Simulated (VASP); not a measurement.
A run of VASP 6.6.1 is set up as follows.

The input INCAR:

```
PREC = Accurate ; ENCUT = 520
EDIFF = 1E-6 ; ISMEAR = 0
SIGMA = 0.1 ; LREAL = F
LASPH = T ; NELM = 100
ALGO = Normal ; ISIF = 2
LWAVE = F ; LCHARG = F
GGA = PS ; NBANDS = 26
```

KPOINTS

```
regular mesh
0
Gamma
  6 6 4
```

POSCAR

```
ZnO
1.0
    3.2373510235      0.0000000000      0.0000000000
   -1.6186755117      2.8036282273      0.0000000000
    0.0000000000      0.0000000000      5.2220613000
Zn O
2 2
Direct
    0.6666666700      0.3333333300      0.5005917000
    0.3333333300      0.6666666700      0.0005917000
    0.6666666700      0.3333333300      0.8797183000
    0.3333333300      0.6666666700      0.3797183000
```

Potentials or basis: VASP PAW PBE potentials, release 64 (Zn, O).

Run with:

```console
$ cat potpaw_PBE.64/Zn/POTCAR potpaw_PBE.64/O/POTCAR > POTCAR
$ mpirun -np 1 vasp_std > vasp.out
```

(1) Estimate the pressure.

(2) What does it give for the band gap on the k mesh?

## Answers

(1) 0.0 GPa.

(2) 0.68 eV, direct.

Caveat: the PAW data sets were made with another functional, which shifts forces and pressure a little.
